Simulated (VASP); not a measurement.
# Re in VASP: notebook

The runs below take Re through electric field gradients, with PBE.

All numbers are computed with VASP 6.6.1; they aren't measurements. Logs are shortened: lines on timing, memory, paths and dates and some standing lists are left out, and cuts for length are marked.

## 1. The cell of the first run

It takes space group R-3m (No. 166, trigonal). Conventional cell: a = 2.779 Å, b = 2.779 Å, c = 6.910 Å, α = 90.00°, β = 90.00°, γ = 120.00°. Within 3.7 Å of Re (site symmetry -3m) lie 12 Re at 2.78 to 2.81 Å.

This isn't the form of Re at room conditions, which is hcp.

## 2. Electric field gradients, PBE (equal xy, yz and zx shear strains of +1 %)

INCAR reads:

```
SYSTEM = Re
PREC = Accurate
ENCUT = 520
EDIFF = 1E-8
ISMEAR = -1
SIGMA = 0.03
LREAL = .False.
LASPH = .True.
NELM = 80
ALGO = Normal
ISIF = 2
LWAVE = .False.
LCHARG = .False.
GGA = PE
LEFG = .True.
NBANDS = 10
```

KPOINTS reads:

```
regular mesh
0
Gamma
  14 14 14
  0 0 0
```

POSCAR reads:

```
Re
1.0
    0.0197500000      1.9848750000      1.9848750000
    1.9848750000      0.0197500000      1.9848750000
    1.9848750000      1.9848750000      0.0197500000
Re
1
Direct
    0.0000000000      0.0000000000      0.0000000000
```

Potentials or basis: VASP PAW PBE potentials, release 64 (Re).

Started as:

```bash
$ cat potpaw_PBE.64/Re/POTCAR > POTCAR
$ mpirun -np 1 vasp_std > vasp.out
```

OUTCAR:

```text
SYSTEM = Re
   PREC = Accurate
   ENCUT = 520
   EDIFF = 1E-8
   ISMEAR = -1
   LREAL = .False.
   LASPH = .True.
   NELM = 80
   ISIF = 2
   GGA = PE

 ion  position               nearest neighbor table
   1  0.000  0.000  0.000-

  LATTYP: Found a trigonal (rhomboedric) cell.
 ALAT       =     2.8071066232
 COS(alpha) =     0.5099250056

  Lattice vectors:

 A1 = (   0.0197500000,   1.9848750000,   1.9848750000)
 A2 = (   1.9848750000,   0.0197500000,   1.9848750000)
 A3 = (   1.9848750000,   1.9848750000,   0.0197500000)

Analysis of symmetry for initial positions (statically):
=====================================================================
 Subroutine PRICEL returns:
 Original cell was already a primitive cell.

 Routine SETGRP: Setting up the symmetry group for a
 trigonal (rhombohedral) supercell.

 Subroutine GETGRP returns: Found 12 space group operations
 (whereof 12 operations were pure point group operations)
 out of a pool of 12 trial point group operations.

The static configuration has the point symmetry D_3d.

Analysis of symmetry for dynamics (positions and initial velocities):
=====================================================================
 Subroutine PRICEL returns:
 Original cell was already a primitive cell.

 Routine SETGRP: Setting up the symmetry group for a
 trigonal (rhombohedral) supercell.

 Subroutine GETGRP returns: Found 12 space group operations
 (whereof 12 operations were pure point group operations)
 out of a pool of 12 trial point group operations.

The dynamic configuration has the point symmetry D_3d.

 Subroutine INISYM returns: Found 12 space group operations
 (whereof 12 operations are pure point group operations),
 and found     1 'primitive' translations

----------------------------------------------------------------------------------------

                                     Primitive cell

  volume of cell :      15.4063

  direct lattice vectors                    reciprocal lattice vectors
     0.019750000  1.984875000  1.984875000    -0.255696328  0.253177153  0.253177153
     1.984875000  0.019750000  1.984875000     0.253177153 -0.255696328  0.253177153
     1.984875000  1.984875000  0.019750000     0.253177153  0.253177153 -0.255696328

  length of vectors
     2.807106623  2.807106623  2.807106623     0.439974947  0.439974947  0.439974947

  position of ions in fractional coordinates (direct lattice)
     0.000000000  0.000000000  0.000000000

  ion indices of the primitive-cell ions
   primitive index   ion index
                 1           1

----------------------------------------------------------------------------------------

 KPOINTS: regular mesh

Automatic generation of k-mesh.
 Grid dimensions read from file:
 generate k-points for:   14   14   14

 Generating k-lattice:

  Cartesian coordinates                     Fractional coordinates (reciprocal lattice)
    -0.018264023  0.018084082  0.018084082     0.071428571  0.000000000 -0.000000000
     0.018084082 -0.018264023  0.018084082     0.000000000  0.071428571 -0.000000000
     0.018084082  0.018084082 -0.018264023     0.000000000  0.000000000  0.071428571

  Length of vectors
     0.031426782  0.031426782  0.031426782

  Shift w.r.t. Gamma in fractional coordinates (k-lattice)
     0.000000000  0.000000000  0.000000000

 Subroutine IBZKPT returns following result:
 ===========================================

 Found    288 irreducible k-points:

 Following reciprocal coordinates:
            Coordinates               Weight
  0.000000  0.000000  0.000000      1.000000
  0.071429  0.000000  0.000000      6.000000
  0.142857 -0.000000 -0.000000      6.000000
  0.214286  0.000000 -0.000000      6.000000
  0.285714  0.000000  0.000000      6.000000
  0.357143 -0.000000 -0.000000      6.000000
[... 16 lines left out ...]
  0.214286  0.142857 -0.000000     12.000000
  0.285714  0.142857  0.000000     12.000000
 [... further k-points ...]
   k-points           NKPTS =    288   k-points in BZ     NKDIM =    288   number of bands    NBANDS=     10
   number of dos      NEDOS =    301   number of ions     NIONS =      1
   total plane-waves  NPLWV =  13824
   dimension x,y,z NGX =    24 NGY =   24 NGZ =   24
   dimension x,y,z NGXF=    48 NGYF=   48 NGZF=   48
   ions per type =               1
   NGX,Y,Z   is equivalent  to a cutoff of  14.21, 14.21, 14.21 a.u.
   NGXF,Y,Z  is equivalent  to a cutoff of  28.43, 28.43, 28.43 a.u.
 SYSTEM =  Re
   PREC   = accura    normal or accurate (medium, high low for compatibility)
   ISTART =      0    job   : 0-new  1-cont  2-samecut
   ICHARG =      2    charge: 1-file 2-atom 10-const
   ISPIN  =      1    spin polarized calculation?
   LNONCOLLINEAR =      F non collinear calculations
   LSORBIT =      F    spin-orbit coupling
   LASPH  =      T    aspherical Exc in radial PAW
   ENCUT  =  520.0 eV  38.22 Ry    6.18 a.u.   5.22  5.22  5.22*2*pi/ulx,y,z
   NELM   =     80;   NELMIN=  2; NELMDL= -5     # of ELM steps
   EDIFF  = 0.1E-07   stopping-criterion for ELM
   LREAL  =      F    real-space projection
   EDIFFG = 0.1E-06   stopping-criterion for IOM
   NSW    =      0    number of steps for IOM
   IBRION =     -1    ionic relax: 0-MD 1-quasi-New 2-CG
   NFREE  =      0    steps in history (QN), initial steepest desc. (CG)
   ISIF   =      2    stress and relaxation
   ISYM   =      2    0-nonsym 1-usesym 2-fastsym
   POTIM  = 0.5000    time-step for ionic-motion
   TEBEG  =    0.0;   TEEND  =   0.0 temperature during run
   PSTRESS=    0.0 pullay stress
   NELECT =       7.0000    total number of electrons
   NUPDOWN=      -1.0000    fix difference up-down
   EMIN   =  10.00;   EMAX   =-10.00  energy-range for DOS
   EFERMI =   0.00;   METHOD = LEGACY
   ISMEAR =    -1;   SIGMA  =   0.03  broadening in eV -4-tet -1-fermi 0-gaus
   EFERMI_NEDOS =   21; number of points for ismear=-14 and -15
   IALGO  =     38    algorithm
   IMIX   =      4    mixing-type and parameters
     AMIX     =   0.40;   BMIX     =  1.00
     AMIX_MAG =   1.60;   BMIX_MAG =  1.00
  volume/ion in A,a.u.               =      15.41       103.97
  Fermi-wavevector in a.u.,A,eV,Ry     =   1.258562  2.378337 21.551329  1.583978
  Thomas-Fermi vector in A             =   2.392165
   LORBIT       =      0    0 simple, 1 ext, 2 COOP (PROOUT), +10 PAW based schemes
   GGA     = PE    functional components
   LHFCALC =     F    Hartree Fock is set to
   AEXX    =    0.0000 exact exchange contribution
   IVDW    =     0    specifies the selected vdW correction
   LEPSILON=     F    determine dielectric tensor
   LRPA    =     F    only Hartree local field effects (RPA)
 non-spin polarized calculation
  energy-cutoff  :      520.00
  volume of cell :       15.41
 maximum number of plane-waves:       426
 NGX is ok and might be reduce to    24
   NGX = 11   NGY = 11   NGZ = 11

 number of electron       7.0000000 magnetization

 Free energy of the ion-electron system (eV)
  ---------------------------------------------------
  ext. energy  EPLUGINS =         0.00000000
  ---------------------------------------------------
  free energy    TOTEN  =       -12.34248742 eV

  energy without entropy =      -12.33879044  energy(sigma->0) =      -12.34063893

 E-fermi :   7.5840     XC(G=0): -13.4780

 val. band max:        7.5771804167   @ k =  -0.2143   0.2143   0.2143
 cond. band min:       7.5840068448   @ k =   0.5000   0.5000   0.5000
 fundamental gap:      0.0068264280
 Fermi energy:         7.5840064320

 k-point     1 :       0.0000    0.0000    0.0000
  band No.  band energies     occupation
      1      -2.2188      2.00000
      2       5.6180      2.00000
      3       5.8810      2.00000
      4       5.8810      2.00000
      5       8.7715      0.00000
      6       8.7715      0.00000
      7      21.4552      0.00000
      8      26.5725      0.00000
      9      27.0018      0.00000
     10      27.0018      0.00000

 k-point     2 :       0.0714    0.0000    0.0000
  band No.  band energies     occupation
      1      -1.9924      2.00000
      2       5.6483      2.00000
      3       5.7998      2.00000
      4       5.9934      2.00000
      5       8.6840      0.00000
      6       8.6884      0.00000
      7      21.8916      0.00000
      8      25.8154      0.00000
      9      27.0451      0.00000
     10      27.4041      0.00000
[... 274 lines left out ...]
 k-point    24 :       0.2857    0.1429    0.0000
  band No.  band energies     occupation
      1       0.5371      2.00000
      2       4.2137      2.00000
      3       6.0926      2.00000
      4       6.9048      2.00000
      5       8.3761      0.00000
      6       9.7893      0.00000
      7      22.7163      0.00000
      8      25.7622      0.00000
      9      27.6597      0.00000
     10      28.5158      0.00000

 [... further k-points ...]

------------------------ aborting loop because EDIFF is reached ----------------------------------------

  FORCE on cell =-STRESS in cart. coord.  units (eV):
  Direction    XX          YY          ZZ          XY          YZ          ZX
  --------------------------------------------------------------------------------------
  -------------------------------------------------------------------------------------
  Total       -0.9315956     -0.9315956     -0.9315956     -0.1476551     -0.1476551     -0.1476551
  in kB      -96.8811287    -96.8811287    -96.8811287    -15.3553698    -15.3553698    -15.3553698
  external PRESSURE =     -96.8811287 kB  Pullay stress =       0.0000000 kB

 VOLUME and BASIS-vectors are now :
 -----------------------------------------------------------------------------
  energy-cutoff  :      520.00
  volume of cell :       15.41
      direct lattice vectors                 reciprocal lattice vectors
     0.019750000  1.984875000  1.984875000    -0.255696328  0.253177153  0.253177153
     1.984875000  0.019750000  1.984875000     0.253177153 -0.255696328  0.253177153
     1.984875000  1.984875000  0.019750000     0.253177153  0.253177153 -0.255696328

 POSITION                                       TOTAL-FORCE (eV/Angst)
 -----------------------------------------------------------------------------------
      0.00000      0.00000      0.00000         0.000000      0.000000      0.000000
 -----------------------------------------------------------------------------------
    total drift:                               -0.000000     -0.000000      0.000000

  FREE ENERGIE OF THE ION-ELECTRON SYSTEM (eV)
  ---------------------------------------------------
  free  energy   TOTEN  =       -12.3424874213 eV

  energy  without entropy=      -12.3387904366  energy(sigma->0) =      -12.34063893

 Electric field gradients (V/A^2)
---------------------------------------------------------------------
 ion       V_xx      V_yy      V_zz      V_xy      V_xz      V_yz
---------------------------------------------------------------------
   1      -0.000    -0.000    -0.000    17.174    17.174    17.174
---------------------------------------------------------------------

 Electric field gradients after diagonalization (V/A^2)
 (convention: |V_zz| > |V_xx| > |V_yy|)
----------------------------------------------------------------------
 ion       V_xx      V_yy      V_zz     asymmetry (V_yy - V_xx)/ V_zz
----------------------------------------------------------------------
   1     -17.174   -17.174    34.347       0.000
----------------------------------------------------------------------

           NMR quadrupolar parameters

 Cq : quadrupolar parameter    Cq=e*Q*V_zz/h
 eta: asymmetry parameters     (V_yy - V_xx)/ V_zz
 Q  : nuclear electric quadrupole moment in mb (millibarn)
----------------------------------------------------------------------
 ion       Cq(MHz)       eta       Q (mb)
----------------------------------------------------------------------
   1       0.083       0.000       1.000
----------------------------------------------------------------------
```

It took 44 s on 1 thread of Intel Xeon Platinum 8488C (Sapphire Rapids), shared host; peak memory 0.18 GiB.

Results:

```
Free energy                             : -12.3425 eV
Pressure                                : -9.7 GPa
Band gap on the k mesh                  : zero (an odd number of electrons rules out a gap without spin polarisation)
Largest electric field gradient by atom : Re +34.3 V/Å²
```

Electric field gradients, principal values (V/Å²):
| atom | least | middle | greatest (by size) |
| --- | --- | --- | --- |
| 1 Re | -17.174 | -17.174 | 34.347 |

Caveat: the cell differs from its parent crystal (equal xy, yz and zx shear strains of +1 %); the cell stands under tension; without QUAD_EFG the Cq values of the log hold for a quadrupole moment of 1 mb, not for the nuclei; spin-orbit coupling is left out, which moves the levels of the heavy elements.

(Part 1 of 3 ends here.)
